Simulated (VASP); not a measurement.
# Y (Fm-3m) in VASP: a series of runs

Runs on Y. Level: LDA. Tasks: single point.

All numbers are computed with VASP 6.6.1; they aren't measurements. Logs are shortened: lines on timing, memory, paths and dates and some standing lists are left out, and cuts for length are marked.

**1. The cell of the first run**

Symmetry: Fm-3m, No. 225, cubic system. Conventional cell: a = 4.702 Å, b = 4.702 Å, c = 4.702 Å, α = 90.00°, β = 90.00°, γ = 90.00°. Y (site symmetry m-3m) has 12 Y at 3.32 Å within 4.4 Å.

This isn't the form of Y at room conditions, which is hcp.

**2. Single point, LDA (25.99 Å³/atom)**

The input, INCAR:

```
SYSTEM = Y
PREC = Accurate ; ENCUT = 520
EDIFF = 1E-6 ; ISMEAR = -1
SIGMA = 0.1 ; LREAL = .False.
LASPH = .True. ; NELM = 80
ALGO = Normal ; ISIF = 2
LWAVE = .False. ; LCHARG = .False.
NBANDS = 12
```

The input, KPOINTS:

```
regular mesh
0
Gamma
  13 13 13
  0 0 0
```

The input, POSCAR:

```
Y
1.0
    0.0000000000      2.3509546840      2.3509546840
    2.3509546840      0.0000000000      2.3509546840
    2.3509546840      2.3509546840      0.0000000000
Y
1
Direct
    0.0000000000      0.0000000000      0.0000000000
```

Potentials or basis: VASP PAW LDA potentials, release 64 (Y_sv).

Started as:

```sh
$ cat potpaw_LDA.64/Y_sv/POTCAR > POTCAR
$ mpirun -np 1 vasp_std > vasp.out
```

OUTCAR:

```text
SYSTEM = Y
   PREC = Accurate
   ENCUT = 520
   EDIFF = 1E-6
   ISMEAR = -1
   LREAL = .False.
   LASPH = .True.
   NELM = 80
   ISIF = 2

 ion  position               nearest neighbor table
   1  0.000  0.000  0.000-

  LATTYP: Found a face centered cubic cell.
 ALAT       =     4.7019093680

  Lattice vectors:

 A1 = (   0.0000000000,   2.3509546840,   2.3509546840)
 A2 = (   2.3509546840,   0.0000000000,   2.3509546840)
 A3 = (   2.3509546840,   2.3509546840,   0.0000000000)

Analysis of symmetry for initial positions (statically):
=====================================================================
 Subroutine PRICEL returns:
 Original cell was already a primitive cell.

 Routine SETGRP: Setting up the symmetry group for a
 face centered cubic supercell.

 Subroutine GETGRP returns: Found 48 space group operations
 (whereof 48 operations were pure point group operations)
 out of a pool of 48 trial point group operations.

The static configuration has the point symmetry O_h .

Analysis of symmetry for dynamics (positions and initial velocities):
=====================================================================
 Subroutine PRICEL returns:
 Original cell was already a primitive cell.

 Routine SETGRP: Setting up the symmetry group for a
 face centered cubic supercell.

 Subroutine GETGRP returns: Found 48 space group operations
 (whereof 48 operations were pure point group operations)
 out of a pool of 48 trial point group operations.

The dynamic configuration has the point symmetry O_h .

 Subroutine INISYM returns: Found 48 space group operations
 (whereof 48 operations are pure point group operations),
 and found     1 'primitive' translations

----------------------------------------------------------------------------------------

                                     Primitive cell

  volume of cell :      25.9874

  direct lattice vectors                    reciprocal lattice vectors
     0.000000000  2.350954684  2.350954684    -0.212679557  0.212679557  0.212679557
     2.350954684  0.000000000  2.350954684     0.212679557 -0.212679557  0.212679557
     2.350954684  2.350954684  0.000000000     0.212679557  0.212679557 -0.212679557

  length of vectors
     3.324751999  3.324751999  3.324751999     0.368371798  0.368371798  0.368371798

  position of ions in fractional coordinates (direct lattice)
     0.000000000  0.000000000  0.000000000

  ion indices of the primitive-cell ions
   primitive index   ion index
                 1           1

----------------------------------------------------------------------------------------

 KPOINTS: regular mesh

Automatic generation of k-mesh.
 Grid dimensions read from file:
 generate k-points for:   13   13   13

 Generating k-lattice:

  Cartesian coordinates                     Fractional coordinates (reciprocal lattice)
    -0.016359966  0.016359966  0.016359966     0.076923077  0.000000000  0.000000000
     0.016359966 -0.016359966  0.016359966     0.000000000  0.076923077  0.000000000
     0.016359966  0.016359966 -0.016359966     0.000000000  0.000000000  0.076923077

  Length of vectors
     0.028336292  0.028336292  0.028336292

  Shift w.r.t. Gamma in fractional coordinates (k-lattice)
     0.000000000  0.000000000  0.000000000

 Subroutine IBZKPT returns following result:
 ===========================================

 Found     84 irreducible k-points:

 Following reciprocal coordinates:
            Coordinates               Weight
  0.000000  0.000000  0.000000      1.000000
  0.076923  0.000000  0.000000      8.000000
  0.153846  0.000000  0.000000      8.000000
  0.230769  0.000000  0.000000      8.000000
  0.307692  0.000000  0.000000      8.000000
  0.384615  0.000000  0.000000      8.000000
[... 16 lines left out ...]
  0.384615  0.153846  0.000000     24.000000
  0.461538  0.153846  0.000000     24.000000
 [... further k-points ...]
   k-points           NKPTS =     84   k-points in BZ     NKDIM =     84   number of bands    NBANDS=     12
   number of dos      NEDOS =    301   number of ions     NIONS =      1
   total plane-waves  NPLWV =  21952
   dimension x,y,z NGX =    28 NGY =   28 NGZ =   28
   dimension x,y,z NGXF=    56 NGYF=   56 NGZF=   56
   ions per type =               1
   NGX,Y,Z   is equivalent  to a cutoff of  14.00, 14.00, 14.00 a.u.
   NGXF,Y,Z  is equivalent  to a cutoff of  28.00, 28.00, 28.00 a.u.
 SYSTEM =  Y
   PREC   = accura    normal or accurate (medium, high low for compatibility)
   ISTART =      0    job   : 0-new  1-cont  2-samecut
   ICHARG =      2    charge: 1-file 2-atom 10-const
   ISPIN  =      1    spin polarized calculation?
   LNONCOLLINEAR =      F non collinear calculations
   LSORBIT =      F    spin-orbit coupling
   LASPH  =      T    aspherical Exc in radial PAW
   ENCUT  =  520.0 eV  38.22 Ry    6.18 a.u.   6.18  6.18  6.18*2*pi/ulx,y,z
   NELM   =     80;   NELMIN=  2; NELMDL= -5     # of ELM steps
   EDIFF  = 0.1E-05   stopping-criterion for ELM
   LREAL  =      F    real-space projection
   EDIFFG = 0.1E-04   stopping-criterion for IOM
   NSW    =      0    number of steps for IOM
   IBRION =     -1    ionic relax: 0-MD 1-quasi-New 2-CG
   NFREE  =      0    steps in history (QN), initial steepest desc. (CG)
   ISIF   =      2    stress and relaxation
   ISYM   =      2    0-nonsym 1-usesym 2-fastsym
   POTIM  = 0.5000    time-step for ionic-motion
   TEBEG  =    0.0;   TEEND  =   0.0 temperature during run
   PSTRESS=    0.0 pullay stress
   NELECT =      11.0000    total number of electrons
   NUPDOWN=      -1.0000    fix difference up-down
   EMIN   =  10.00;   EMAX   =-10.00  energy-range for DOS
   EFERMI =   0.00;   METHOD = LEGACY
   ISMEAR =    -1;   SIGMA  =   0.10  broadening in eV -4-tet -1-fermi 0-gaus
   EFERMI_NEDOS =   21; number of points for ismear=-14 and -15
   IALGO  =     38    algorithm
   IMIX   =      4    mixing-type and parameters
     AMIX     =   0.40;   BMIX     =  1.00
     AMIX_MAG =   1.60;   BMIX_MAG =  1.00
  volume/ion in A,a.u.               =      25.99       175.37
  Fermi-wavevector in a.u.,A,eV,Ry     =   1.229188  2.322828 20.557069  1.510902
  Thomas-Fermi vector in A             =   2.364084
   LORBIT       =      0    0 simple, 1 ext, 2 COOP (PROOUT), +10 PAW based schemes
   GGA     = CA    functional components
   LHFCALC =     F    Hartree Fock is set to
   AEXX    =    0.0000 exact exchange contribution
   IVDW    =     0    specifies the selected vdW correction
   LEPSILON=     F    determine dielectric tensor
   LRPA    =     F    only Hartree local field effects (RPA)
 non-spin polarized calculation
  energy-cutoff  :      520.00
  volume of cell :       25.99
 maximum number of plane-waves:       725
 NGX is ok and might be reduce to    28
   NGX = 13   NGY = 13   NGZ = 13

 number of electron      11.0000001 magnetization

 Free energy of the ion-electron system (eV)
  ---------------------------------------------------
  ext. energy  EPLUGINS =         0.00000000
  ---------------------------------------------------
  free energy    TOTEN  =        -6.89441510 eV

  energy without entropy =       -6.85446873  energy(sigma->0) =       -6.87444191

 E-fermi :   4.0915     XC(G=0): -10.5933

 val. band max:        4.0583243794   @ k =   0.3846   0.2308   0.0769
 cond. band min:       4.0965914178   @ k =   0.4615   0.2308   0.0769
 fundamental gap:      0.0382670385
 Fermi energy:         4.0914735115

 k-point     1 :       0.0000    0.0000    0.0000
  band No.  band energies     occupation
      1     -37.8831      2.00000
      2     -17.4372      2.00000
      3     -17.4372      2.00000
      4     -17.4372      2.00000
      5      -0.8934      2.00000
      6       6.0570      0.00000
      7       6.0570      0.00000
      8       6.0570      0.00000
      9       8.6733      0.00000
     10       8.6733      0.00000
     11      13.7728      0.00000
     12      17.7268      0.00000

 k-point     2 :       0.0769    0.0000    0.0000
  band No.  band energies     occupation
      1     -37.8733      2.00000
      2     -17.5114      2.00000
      3     -17.4459      2.00000
      4     -17.4459      2.00000
      5      -0.7002      2.00000
      6       5.8479      0.00000
      7       6.1467      0.00000
      8       6.1467      0.00000
      9       8.5605      0.00000
     10       8.5605      0.00000
     11      14.2109      0.00000
     12      17.0033      0.00000

 k-point     3 :       0.1538    0.0000    0.0000
  band No.  band energies     occupation
      1     -37.8463      2.00000
      2     -17.7122      2.00000
      3     -17.4698      2.00000
      4     -17.4698      2.00000
      5      -0.1642      2.00000
      6       5.3838      0.00000
      7       6.3396      0.00000
      8       6.3396      0.00000
      9       8.3769      0.00000
     10       8.3769      0.00000
     11      15.0201      0.00000
     12      16.1836      0.00000
[... 286 lines left out ...]
 k-point    23 :       0.3846    0.1538    0.0000
  band No.  band energies     occupation
      1     -37.7332      2.00000
      2     -18.3200      2.00000
      3     -17.6639      2.00000
      4     -17.6387      2.00000
      5       1.9848      2.00000
      6       4.3065      0.20865
      7       5.4495      0.00000
      8       6.7924      0.00000
      9       9.1950      0.00000
     10      10.2799      0.00000
     11      14.7933      0.00000
     12      16.9172      0.00000

 k-point    24 :       0.4615    0.1538    0.0000
  band No.  band energies     occupation
      1     -37.7063      2.00000
      2     -18.4713      2.00000
      3     -17.7209      2.00000
      4     -17.6473      2.00000
      5       2.3234      2.00000
      6       4.4434      0.05755
      7       5.4315      0.00000
      8       6.5665      0.00000
      9      10.3092      0.00000
     10      10.7195      0.00000
     11      14.0382      0.00000
     12      15.6474      0.00000

 [... further k-points ...]

------------------------ aborting loop because EDIFF is reached ----------------------------------------

  FORCE on cell =-STRESS in cart. coord.  units (eV):
  Direction    XX          YY          ZZ          XY          YZ          ZX
  --------------------------------------------------------------------------------------
  -------------------------------------------------------------------------------------
  Total        1.1002513      1.1002513      1.1002513     -0.0000000      0.0000000     -0.0000000
  in kB       67.8327938     67.8327938     67.8327938     -0.0000000      0.0000000     -0.0000000
  external PRESSURE =      67.8327938 kB  Pullay stress =       0.0000000 kB

 VOLUME and BASIS-vectors are now :
 -----------------------------------------------------------------------------
  energy-cutoff  :      520.00
  volume of cell :       25.99
      direct lattice vectors                 reciprocal lattice vectors
     0.000000000  2.350954684  2.350954684    -0.212679557  0.212679557  0.212679557
     2.350954684  0.000000000  2.350954684     0.212679557 -0.212679557  0.212679557
     2.350954684  2.350954684  0.000000000     0.212679557  0.212679557 -0.212679557

 POSITION                                       TOTAL-FORCE (eV/Angst)
 -----------------------------------------------------------------------------------
      0.00000      0.00000      0.00000         0.000000     -0.000000      0.000000
 -----------------------------------------------------------------------------------
    total drift:                               -0.000000     -0.000000     -0.000000

  FREE ENERGIE OF THE ION-ELECTRON SYSTEM (eV)
  ---------------------------------------------------
  free  energy   TOTEN  =        -6.8944150986 eV

  energy  without entropy=       -6.8544687301  energy(sigma->0) =       -6.87444191
```

Wall time 50 s (1 thread of AMD EPYC 7R13, shared host); peak memory 0.15 GiB.

What came out:

* Free energy: -6.8944 eV
* Pressure: 6.8 GPa
* Band gap on the k mesh: zero (an odd number of electrons rules out a gap without spin polarisation)

Levels at points of the mesh, in eV from the Fermi level:
| k point | band 2 | band 3 | band 4 | band 5 | band 6 | band 7 | band 8 | band 9 |
| --- | --- | --- | --- | --- | --- | --- | --- | --- |
| (0.00, 0.00, 0.00) | -21.53 | -21.53 | -21.53 | -4.98 | 1.97 | 1.97 | 1.97 | 4.58 |

Caveat: the cell stands under pressure.

**3. Single point, LDA (27.17 Å³/atom)**

This run uses another cell than the first one, of 27.17 Å³/atom.

The input, INCAR:

```
PREC = Accurate ; ENCUT = 520
EDIFF = 1E-6 ; ISMEAR = -1
SIGMA = 0.1 ; LREAL = F
LASPH = T ; NELM = 60
ALGO = Normal ; ISIF = 2
LWAVE = F ; LCHARG = F
GGA = CA ; NBANDS = 12
```

The input, KPOINTS:

```
regular mesh
0
Gamma
  13 13 13
```

The input, POSCAR:

```
Y
1.0
    0.0000000000      2.3860487338      2.3860487338
    2.3860487338      0.0000000000      2.3860487338
    2.3860487338      2.3860487338      0.0000000000
Y
1
Direct
    0.0000000000      0.0000000000      0.0000000000
```

Potentials or basis: VASP PAW LDA potentials, release 64 (Y_sv).

Started as:

```sh
$ cat potpaw_LDA.64/Y_sv/POTCAR > POTCAR
$ mpirun -np 1 vasp_std > vasp.out
```

It took 42 s on 1 thread of AMD EPYC 7R13, shared host; peak memory 0.15 GiB.

The run converged. Its results:

```
Free energy            : -6.9346 eV
Pressure               : 4.0 GPa
Band gap on the k mesh : zero (an odd number of electrons rules out a gap without spin polarisation)
```

Levels at points of the mesh, in eV from the Fermi level:
```csv
k point,band 3,band 4,band 5,band 6,band 7,band 8
"(0.00, 0.00, 0.00)",-21.68,-21.68,-4.96,1.92,1.92,1.92
```

Caveat: the cell stands under pressure.

**4. Single point, LDA (28.35 Å³/atom)**

This run uses another cell than the first one, of 28.35 Å³/atom.

The input, INCAR:

```
SYSTEM = Y
PREC = Accurate
ENCUT = 520
EDIFF = 1E-6
ISMEAR = -1
SIGMA = 0.1
LREAL = .FALSE.
LASPH = .TRUE.
NELM = 100
ALGO = Normal
ISIF = 2
LWAVE = .FALSE.
LCHARG = .FALSE.
NBANDS = 12
```

The input, KPOINTS:

```
Automatic mesh
0
G
  13 13 13
  0 0 0
```

The input, POSCAR:

```
Y
1.0
    0.0000000000      2.4201397502      2.4201397502
    2.4201397502      0.0000000000      2.4201397502
    2.4201397502      2.4201397502      0.0000000000
Y
1
Direct
    0.0000000000      0.0000000000      0.0000000000
```

Started as:

```sh
$ cat potpaw_LDA.64/Y_sv/POTCAR > POTCAR
$ mpirun -np 1 vasp_std > vasp.out
```

Wall time 46 s (1 thread of AMD EPYC 7R13, shared host); peak memory 0.15 GiB.

Results (log left out):

```yaml
Free_energy: -6.9562 eV
Pressure: 1.7 GPa
Band_gap_on_the_k_mesh: zero (an odd number of electrons rules out a gap without spin polarisation)
```

Levels at points of the mesh, in eV from the Fermi level:
| k point | band 1 | band 2 | band 3 | band 4 | band 5 | band 6 | band 7 | band 8 | band 9 | band 10 |
| --- | --- | --- | --- | --- | --- | --- | --- | --- | --- | --- |
| (0.00, 0.00, 0.00) | -42.14 | -21.82 | -21.82 | -21.82 | -4.92 | 1.88 | 1.88 | 1.88 | 4.24 | 4.24 |

**5. Single point, LDA (29.53 Å³/atom)**

This run uses another cell than the first one, of 29.53 Å³/atom.

The input, INCAR:

```
SYSTEM = Y
PREC = Accurate
ENCUT = 520
EDIFF = 1E-6
ISMEAR = -1
SIGMA = 0.1
LREAL = .False.
LASPH = .True.
NELM = 100
ALGO = Normal
ISIF = 2
LWAVE = .False.
LCHARG = .False.
NBANDS = 12
```

The input, KPOINTS:

```
Automatic mesh
0
Gamma
  13 13 13
  0 0 0
```

The input, POSCAR:

```
Y
1.0
    0.0000000000      2.4532964697      2.4532964697
    2.4532964697      0.0000000000      2.4532964697
    2.4532964697      2.4532964697      0.0000000000
Y
1
Direct
    0.0000000000      0.0000000000      0.0000000000
```

Started as:

```sh
$ cat potpaw_LDA.64/Y_sv/POTCAR > POTCAR
$ mpirun -np 1 vasp_std > vasp.out
```

It took 42 s on 1 thread of AMD EPYC 7R13, shared host; peak memory 0.15 GiB.

It converged, with:

```yaml
Free_energy: -6.9622 eV
Pressure: -0.2 GPa
Band_gap_on_the_k_mesh: zero (an odd number of electrons rules out a gap without spin polarisation)
```

Levels at points of the mesh, in eV from the Fermi level:
```tsv
k point	band 1	band 2	band 3	band 4	band 5	band 6	band 7	band 8	band 9	band 10
(0.00, 0.00, 0.00)	-42.22	-21.95	-21.95	-21.95	-4.87	1.83	1.83	1.83	4.08	4.08
```

**6. Summary**

| cell | gap on the mesh (eV) | pressure (GPa) |
| --- | --- | --- |
| a = 3.325 Å, angles 60.0°, 1 atom | none | 6.8 |
| a = 3.374 Å, angles 60.0°, 1 atom | none | 4.0 |
| a = 3.423 Å, angles 60.0°, 1 atom | none | 1.7 |
| a = 3.469 Å, angles 60.0°, 1 atom | none | -0.2 |

Alike in all rows: task single point; level LDA; potentials or basis VASP PAW LDA potentials, release 64 (Y_sv); no spin polarisation; k mesh 13 × 13 × 13; cutoff (eV) 520; smearing fermi-dirac 0.1 eV.

Caveats: the cell stands under pressure (at least some runs).

Absolute energies hang on the potentials; compare differences alone.
